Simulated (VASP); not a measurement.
# Cu (Fm-3m) in VASP: a series of runs

Runs on Cu. Level: PBE. Tasks: electric field gradients.

All numbers are computed with VASP 6.6.1; they aren't measurements. Logs are shortened: lines on timing, memory, paths and dates and some standing lists are left out, and cuts for length are marked.

## (1) The cell of the first run

It takes space group Fm-3m (No. 225, cubic). The conventional cell has a = 3.566 Å, b = 3.566 Å, c = 3.566 Å, α = 90.00°, β = 90.00°, γ = 90.00°. Cu (site symmetry m-3m) has 12 Cu at 2.52 Å within 3.3 Å.

## (2) Electric field gradients, PBE (volume scaled by 0.96)

Input file INCAR:

```
ALGO = Normal
EDIFF = 1E-8
ENCUT = 520
GGA = PE
ISIF = 2
ISMEAR = -1
LASPH = T
LCHARG = F
LEFG = T
LREAL = F
LWAVE = F
NBANDS = 12
NELM = 80
PREC = Accurate
SIGMA = 0.08
```

Input file KPOINTS:

```
k-points
0
Gamma
  19 19 19
```

Input file POSCAR:

```
Cu
1.0
    0.0000000000      1.7830713297      1.7830713297
    1.7830713297      0.0000000000      1.7830713297
    1.7830713297      1.7830713297      0.0000000000
Cu
1
Direct
    0.0000000000      0.0000000000      0.0000000000
```

Potentials or basis: VASP PAW PBE potentials, release 64 (Cu).

Command:

```sh
cat potpaw_PBE.64/Cu/POTCAR > POTCAR
mpirun -np 1 vasp_std > vasp.out
```

OUTCAR:

```text
EDIFF = 1E-8
   ENCUT = 520
   GGA = PE
   ISIF = 2
   ISMEAR = -1
   LASPH = T
   LREAL = F
   NELM = 80
   PREC = Accurate

 ion  position               nearest neighbor table
   1  0.000  0.000  0.000-

  LATTYP: Found a face centered cubic cell.
 ALAT       =     3.5661426594

  Lattice vectors:

 A1 = (   0.0000000000,   1.7830713297,   1.7830713297)
 A2 = (   1.7830713297,   0.0000000000,   1.7830713297)
 A3 = (   1.7830713297,   1.7830713297,   0.0000000000)

Analysis of symmetry for initial positions (statically):
=====================================================================
 Subroutine PRICEL returns:
 Original cell was already a primitive cell.

 Routine SETGRP: Setting up the symmetry group for a
 face centered cubic supercell.

 Subroutine GETGRP returns: Found 48 space group operations
 (whereof 48 operations were pure point group operations)
 out of a pool of 48 trial point group operations.

The static configuration has the point symmetry O_h .

Analysis of symmetry for dynamics (positions and initial velocities):
=====================================================================
 Subroutine PRICEL returns:
 Original cell was already a primitive cell.

 Routine SETGRP: Setting up the symmetry group for a
 face centered cubic supercell.

 Subroutine GETGRP returns: Found 48 space group operations
 (whereof 48 operations were pure point group operations)
 out of a pool of 48 trial point group operations.

The dynamic configuration has the point symmetry O_h .

 Subroutine INISYM returns: Found 48 space group operations
 (whereof 48 operations are pure point group operations),
 and found     1 'primitive' translations

----------------------------------------------------------------------------------------

                                     Primitive cell

  volume of cell :      11.3380

  direct lattice vectors                    reciprocal lattice vectors
     0.000000000  1.783071330  1.783071330    -0.280415030  0.280415030  0.280415030
     1.783071330  0.000000000  1.783071330     0.280415030 -0.280415030  0.280415030
     1.783071330  1.783071330  0.000000000     0.280415030  0.280415030 -0.280415030

  length of vectors
     2.521643657  2.521643657  2.521643657     0.485693079  0.485693079  0.485693079

  position of ions in fractional coordinates (direct lattice)
     0.000000000  0.000000000  0.000000000

  ion indices of the primitive-cell ions
   primitive index   ion index
                 1           1

----------------------------------------------------------------------------------------

 KPOINTS: k-points

Automatic generation of k-mesh.
 Grid dimensions read from file:
 generate k-points for:   19   19   19

 Generating k-lattice:

  Cartesian coordinates                     Fractional coordinates (reciprocal lattice)
    -0.014758686  0.014758686  0.014758686     0.052631579  0.000000000  0.000000000
     0.014758686 -0.014758686  0.014758686     0.000000000  0.052631579  0.000000000
     0.014758686  0.014758686 -0.014758686     0.000000000  0.000000000  0.052631579

  Length of vectors
     0.025562794  0.025562794  0.025562794

  Shift w.r.t. Gamma in fractional coordinates (k-lattice)
     0.000000000  0.000000000  0.000000000

 Subroutine IBZKPT returns following result:
 ===========================================

 Found    220 irreducible k-points:

 Following reciprocal coordinates:
            Coordinates               Weight
  0.000000  0.000000  0.000000      1.000000
  0.052632  0.000000  0.000000      8.000000
  0.105263  0.000000  0.000000      8.000000
  0.157895  0.000000  0.000000      8.000000
  0.210526  0.000000  0.000000      8.000000
  0.263158  0.000000  0.000000      8.000000
[... 16 lines left out ...]
 -0.315789  0.052632  0.000000     24.000000
 -0.263158  0.052632  0.000000     24.000000
 [... further k-points ...]
   k-points           NKPTS =    220   k-points in BZ     NKDIM =    220   number of bands    NBANDS=     12
   number of dos      NEDOS =    301   number of ions     NIONS =      1
   total plane-waves  NPLWV =   8000
   dimension x,y,z NGX =    20 NGY =   20 NGZ =   20
   dimension x,y,z NGXF=    40 NGYF=   40 NGZF=   40
   ions per type =               1
   NGX,Y,Z   is equivalent  to a cutoff of  13.19, 13.19, 13.19 a.u.
   NGXF,Y,Z  is equivalent  to a cutoff of  26.37, 26.37, 26.37 a.u.
 SYSTEM =  unknown system
   PREC   = accura    normal or accurate (medium, high low for compatibility)
   ISTART =      0    job   : 0-new  1-cont  2-samecut
   ICHARG =      2    charge: 1-file 2-atom 10-const
   ISPIN  =      1    spin polarized calculation?
   LNONCOLLINEAR =      F non collinear calculations
   LSORBIT =      F    spin-orbit coupling
   LASPH  =      T    aspherical Exc in radial PAW
   ENCUT  =  520.0 eV  38.22 Ry    6.18 a.u.   4.69  4.69  4.69*2*pi/ulx,y,z
   NELM   =     80;   NELMIN=  2; NELMDL= -5     # of ELM steps
   EDIFF  = 0.1E-07   stopping-criterion for ELM
   LREAL  =      F    real-space projection
   EDIFFG = 0.1E-06   stopping-criterion for IOM
   NSW    =      0    number of steps for IOM
   IBRION =     -1    ionic relax: 0-MD 1-quasi-New 2-CG
   NFREE  =      0    steps in history (QN), initial steepest desc. (CG)
   ISIF   =      2    stress and relaxation
   ISYM   =      2    0-nonsym 1-usesym 2-fastsym
   POTIM  = 0.5000    time-step for ionic-motion
   TEBEG  =    0.0;   TEEND  =   0.0 temperature during run
   PSTRESS=    0.0 pullay stress
   NELECT =      11.0000    total number of electrons
   NUPDOWN=      -1.0000    fix difference up-down
   EMIN   =  10.00;   EMAX   =-10.00  energy-range for DOS
   EFERMI =   0.00;   METHOD = LEGACY
   ISMEAR =    -1;   SIGMA  =   0.08  broadening in eV -4-tet -1-fermi 0-gaus
   EFERMI_NEDOS =   21; number of points for ismear=-14 and -15
   IALGO  =     38    algorithm
   IMIX   =      4    mixing-type and parameters
     AMIX     =   0.40;   BMIX     =  1.00
     AMIX_MAG =   1.60;   BMIX_MAG =  1.00
  volume/ion in A,a.u.               =      11.34        76.51
  Fermi-wavevector in a.u.,A,eV,Ry     =   1.620667  3.062616 35.736521  2.626560
  Thomas-Fermi vector in A             =   2.714568
   LORBIT       =      0    0 simple, 1 ext, 2 COOP (PROOUT), +10 PAW based schemes
   GGA     = PE    functional components
   LHFCALC =     F    Hartree Fock is set to
   AEXX    =    0.0000 exact exchange contribution
   IVDW    =     0    specifies the selected vdW correction
   LEPSILON=     F    determine dielectric tensor
   LRPA    =     F    only Hartree local field effects (RPA)
 non-spin polarized calculation
  energy-cutoff  :      520.00
  volume of cell :       11.34
 maximum number of plane-waves:       316
   NGX =  9   NGY =  9   NGZ =  9

 number of electron      11.0000013 magnetization

 Free energy of the ion-electron system (eV)
  ---------------------------------------------------
  ext. energy  EPLUGINS =         0.00000000
  ---------------------------------------------------
  free energy    TOTEN  =        -3.71188901 eV

  energy without entropy =       -3.70488934  energy(sigma->0) =       -3.70838917

 E-fermi :   8.1549     XC(G=0): -12.9653

 val. band max:        8.1530512285   @ k =  -0.3684   0.1579   0.0526
 cond. band min:       8.1899556167   @ k =   0.4737   0.3684   0.0526
 fundamental gap:      0.0369043881
 Fermi energy:         8.1549138310

 k-point     1 :       0.0000    0.0000    0.0000
  band No.  band energies     occupation
      1      -1.5644      2.00000
      2       4.9413      2.00000
      3       4.9413      2.00000
      4       4.9413      2.00000
      5       5.8167      2.00000
      6       5.8167      2.00000
      7      31.0228      0.00000
      8      33.9871      0.00000
      9      33.9871      0.00000
     10      33.9871      0.00000
     11      36.5178      0.00000
     12      36.5178      0.00000

 k-point     2 :       0.0526    0.0000    0.0000
  band No.  band energies     occupation
      1      -1.4604      2.00000
      2       4.9181      2.00000
      3       4.9617      2.00000
      4       4.9617      2.00000
      5       5.8084      2.00000
      6       5.8084      2.00000
      7      30.5087      0.00000
      8      32.6125      0.00000
      9      33.6507      0.00000
     10      33.6507      0.00000
     11      36.9966      0.00000
     12      36.9966      0.00000
[... 316 lines left out ...]
 k-point    24 :      -0.2632    0.0526    0.0000
  band No.  band energies     occupation
      1       1.1771      2.00000
      2       4.6523      2.00000
      3       5.0725      2.00000
      4       5.1136      2.00000
      5       5.8744      2.00000
      6       6.1348      2.00000
      7      19.4733      0.00000
      8      28.4663      0.00000
      9      31.7123      0.00000
     10      33.0793      0.00000
     11      35.2142      0.00000
     12      36.6164      0.00000

 [... further k-points ...]
[... 5 lines left out ...]
  --------------------------------------------------------------------------------------
  -------------------------------------------------------------------------------------
  Total        0.6371597      0.6371597      0.6371597     -0.0000000     -0.0000000     -0.0000000
  in kB       90.0373526     90.0373526     90.0373526     -0.0000000     -0.0000000     -0.0000000
  external PRESSURE =      90.0373526 kB  Pullay stress =       0.0000000 kB

 VOLUME and BASIS-vectors are now :
 -----------------------------------------------------------------------------
  energy-cutoff  :      520.00
  volume of cell :       11.34
      direct lattice vectors                 reciprocal lattice vectors
     0.000000000  1.783071330  1.783071330    -0.280415030  0.280415030  0.280415030
     1.783071330  0.000000000  1.783071330     0.280415030 -0.280415030  0.280415030
     1.783071330  1.783071330  0.000000000     0.280415030  0.280415030 -0.280415030

 POSITION                                       TOTAL-FORCE (eV/Angst)
 -----------------------------------------------------------------------------------
      0.00000      0.00000      0.00000        -0.000000      0.000000      0.000000
 -----------------------------------------------------------------------------------
    total drift:                                0.000000      0.000000      0.000000

  FREE ENERGIE OF THE ION-ELECTRON SYSTEM (eV)
  ---------------------------------------------------
  free  energy   TOTEN  =        -3.7118890084 eV

  energy  without entropy=       -3.7048893379  energy(sigma->0) =       -3.70838917

 Electric field gradients (V/A^2)
---------------------------------------------------------------------
 ion       V_xx      V_yy      V_zz      V_xy      V_xz      V_yz
---------------------------------------------------------------------
   1       0.000     0.000    -0.000     0.002     0.002     0.002
---------------------------------------------------------------------

 Electric field gradients after diagonalization (V/A^2)
 (convention: |V_zz| > |V_xx| > |V_yy|)
----------------------------------------------------------------------
 ion       V_xx      V_yy      V_zz     asymmetry (V_yy - V_xx)/ V_zz
----------------------------------------------------------------------
   1      -0.002    -0.002     0.004       0.000
----------------------------------------------------------------------

           NMR quadrupolar parameters

 Cq : quadrupolar parameter    Cq=e*Q*V_zz/h
 eta: asymmetry parameters     (V_yy - V_xx)/ V_zz
 Q  : nuclear electric quadrupole moment in mb (millibarn)
----------------------------------------------------------------------
 ion       Cq(MHz)       eta       Q (mb)
----------------------------------------------------------------------
   1       0.000       0.000       1.000
----------------------------------------------------------------------
```

It took 17 s on 1 thread of Intel Xeon 6975P-C (Granite Rapids), shared host; peak memory 0.14 GiB.

What came out:

```yaml
Free_energy: -3.7119 eV
Pressure: 9.0 GPa
```

Caveat: without QUAD_EFG the Cq values of the log hold for a quadrupole moment of 1 mb, not for the nuclei.

## (3) Electric field gradients, PBE (volume scaled by 0.99)

Input file INCAR:

```
SYSTEM = Cu
ALGO     = Normal         ! electronic algorithm
EDIFF    = 1E-8           ! SCF threshold, eV
ENCUT    = 520            ! plane-wave cutoff, eV
GGA      = PE             ! functional
ISIF     = 2              ! what is computed and relaxed
ISMEAR   = -1             ! smearing method
LASPH    = .True.         ! aspherical terms in the spheres
LCHARG   = .False.        ! write CHGCAR
LEFG     = .True.       
LREAL    = .False.        ! projectors in reciprocal space
LWAVE    = .False.        ! write WAVECAR
NBANDS   = 12             ! bands
NELM     = 60             ! most SCF steps
PREC     = Accurate       ! precision mode
SIGMA    = 0.08           ! smearing width, eV
```

Input file KPOINTS:

```
k-points
0
Gamma
  19 19 19
  0 0 0
```

Input file POSCAR:

```
Cu
1.0
    0.0000000000      1.8014548043      1.8014548043
    1.8014548043      0.0000000000      1.8014548043
    1.8014548043      1.8014548043      0.0000000000
Cu
1
Direct
    0.0000000000      0.0000000000      0.0000000000
```

Potentials or basis: VASP PAW PBE potentials, release 64 (Cu).

Command:

```sh
cat potpaw_PBE.64/Cu/POTCAR > POTCAR
mpirun -np 1 vasp_std > vasp.out
```

OUTCAR:

```text
SYSTEM = Cu
   EDIFF = 1E-8
   ENCUT = 520
   GGA = PE
   ISIF = 2
   ISMEAR = -1
   LASPH = .True.
   LREAL = .False.
   NELM = 60
   PREC = Accurate

 ion  position               nearest neighbor table
   1  0.000  0.000  0.000-

  LATTYP: Found a face centered cubic cell.
 ALAT       =     3.6029096086

  Lattice vectors:

 A1 = (   0.0000000000,   1.8014548043,   1.8014548043)
 A2 = (   1.8014548043,   0.0000000000,   1.8014548043)
 A3 = (   1.8014548043,   1.8014548043,   0.0000000000)

Analysis of symmetry for initial positions (statically):
=====================================================================
 Subroutine PRICEL returns:
 Original cell was already a primitive cell.

 Routine SETGRP: Setting up the symmetry group for a
 face centered cubic supercell.

 Subroutine GETGRP returns: Found 48 space group operations
 (whereof 48 operations were pure point group operations)
 out of a pool of 48 trial point group operations.

The static configuration has the point symmetry O_h .

Analysis of symmetry for dynamics (positions and initial velocities):
=====================================================================
 Subroutine PRICEL returns:
 Original cell was already a primitive cell.

 Routine SETGRP: Setting up the symmetry group for a
 face centered cubic supercell.

 Subroutine GETGRP returns: Found 48 space group operations
 (whereof 48 operations were pure point group operations)
 out of a pool of 48 trial point group operations.

The dynamic configuration has the point symmetry O_h .
[... 159 lines left out ...]
      7      30.3853      0.00000
      8      33.1075      0.00000
      9      33.1075      0.00000
     10      33.1075      0.00000
     11      35.6065      0.00000
     12      35.6065      0.00000
[... 331 lines left out ...]
 k-point    24 :      -0.2632    0.0526    0.0000
  band No.  band energies     occupation
      1       0.9719      2.00000
      2       4.3749      2.00000
      3       4.7730      2.00000
      4       4.8119      2.00000
      5       5.5374      2.00000
      6       5.7857      2.00000
      7      18.8393      0.00000
      8      27.7066      0.00000
      9      30.9696      0.00000
     10      32.1556      0.00000
     11      34.3477      0.00000
     12      35.7199      0.00000

 [... further k-points ...]

------------------------ aborting loop because EDIFF is reached ----------------------------------------

  FORCE on cell =-STRESS in cart. coord.  units (eV):
  Direction    XX          YY          ZZ          XY          YZ          ZX
  --------------------------------------------------------------------------------------
  -------------------------------------------------------------------------------------
  Total        0.2764145      0.2764145      0.2764145     -0.0000000     -0.0000000      0.0000000
  in kB       37.8766243     37.8766243     37.8766243     -0.0000000     -0.0000000      0.0000000
  external PRESSURE =      37.8766243 kB  Pullay stress =       0.0000000 kB

 VOLUME and BASIS-vectors are now :
 -----------------------------------------------------------------------------
  energy-cutoff  :      520.00
  volume of cell :       11.69
      direct lattice vectors                 reciprocal lattice vectors
     0.000000000  1.801454804  1.801454804    -0.277553452  0.277553452  0.277553452
     1.801454804  0.000000000  1.801454804     0.277553452 -0.277553452  0.277553452
     1.801454804  1.801454804  0.000000000     0.277553452  0.277553452 -0.277553452

 POSITION                                       TOTAL-FORCE (eV/Angst)
 -----------------------------------------------------------------------------------
      0.00000      0.00000      0.00000         0.000000     -0.000000      0.000000
 -----------------------------------------------------------------------------------
    total drift:                                0.000000      0.000000      0.000000

  FREE ENERGIE OF THE ION-ELECTRON SYSTEM (eV)
  ---------------------------------------------------
  free  energy   TOTEN  =        -3.7260771776 eV

  energy  without entropy=       -3.7188236692  energy(sigma->0) =       -3.72245042

 Electric field gradients (V/A^2)
---------------------------------------------------------------------
 ion       V_xx      V_yy      V_zz      V_xy      V_xz      V_yz
---------------------------------------------------------------------
   1       0.000    -0.000    -0.000     0.003     0.003     0.003
---------------------------------------------------------------------

 Electric field gradients after diagonalization (V/A^2)
 (convention: |V_zz| > |V_xx| > |V_yy|)
----------------------------------------------------------------------
 ion       V_xx      V_yy      V_zz     asymmetry (V_yy - V_xx)/ V_zz
----------------------------------------------------------------------
   1      -0.003    -0.003     0.005       0.000
----------------------------------------------------------------------

           NMR quadrupolar parameters

 Cq : quadrupolar parameter    Cq=e*Q*V_zz/h
 eta: asymmetry parameters     (V_yy - V_xx)/ V_zz
 Q  : nuclear electric quadrupole moment in mb (millibarn)
----------------------------------------------------------------------
 ion       Cq(MHz)       eta       Q (mb)
----------------------------------------------------------------------
   1       0.000       0.000       1.000
----------------------------------------------------------------------
```

stdout:

```text
POSCAR found type information on POSCAR Cu
 POSCAR found :  1 types and       1 ions
 scaLAPACK will be used
 LDA part: xc-table for (Slater+PW92), standard interpolation
 POSCAR, INCAR and KPOINTS ok, starting setup
 FFT: planning ... GRIDC
 FFT: planning ... GRID_SOFT
 FFT: planning ... GRID
 WAVECAR not read
 entering main loop
ion   1
```

Run time: 17 s. Hardware: 1 thread of Intel Xeon 6975P-C (Granite Rapids), shared host; peak memory 0.14 GiB.

Results:

```yaml
Free_energy: -3.7261 eV
Pressure: 3.8 GPa
```

Caveat: without QUAD_EFG the Cq values of the log hold for a quadrupole moment of 1 mb, not for the nuclei.
